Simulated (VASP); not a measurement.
Input of a VASP 6.6.1 run:

Contents of INCAR:

```
ALGO     = Normal         # electronic algorithm
EDIFF    = 1E-6           # SCF threshold, eV
ENCUT    = 520            # plane-wave cutoff, eV
GGA      = PE             # functional
ISIF     = 2              # what is computed and relaxed
ISMEAR   = -1             # smearing method
LASPH    = True           # aspherical terms in the spheres
LCHARG   = True           # write CHGCAR
LELF     = True           # ELF
LREAL    = False          # projectors in reciprocal space
LVHAR    = True         
LWAVE    = False          # write WAVECAR
NBANDS   = 18             # bands
NELM     = 100            # most SCF steps
PREC     = Accurate       # precision mode
SIGMA    = 0.1            # smearing width, eV
```

KPOINTS

```
k-points
0
Gamma
  17 17 17
```

Contents of POSCAR:

```
Ta
1.0
   -2.3068004308      2.3068004308      1.2576977251
    2.3068004308     -2.3068004308      1.2576977251
    2.3068004308      2.3068004308     -1.2576977251
Ta
2
Direct
   -0.3750000000     -0.1250000000     -0.2500000000
    0.3750000000      0.1250000000      0.2500000000
```

Potentials or basis: VASP PAW PBE potentials, release 64 (Ta_pv).

Run with:

```sh
$ cat potpaw_PBE.64/Ta_pv/POTCAR > POTCAR
$ mpirun -np 1 vasp_std > vasp.out
```

(1) Estimate the pressure.

(2) Estimate the band gap on the k mesh.

## Answers

(1) 129.8 GPa.

(2) zero (bands 11 and 12 overlap by 2.00 eV).

Caveat: the cell stands under pressure; spin-orbit coupling is left out, which moves the levels of the heavy elements.
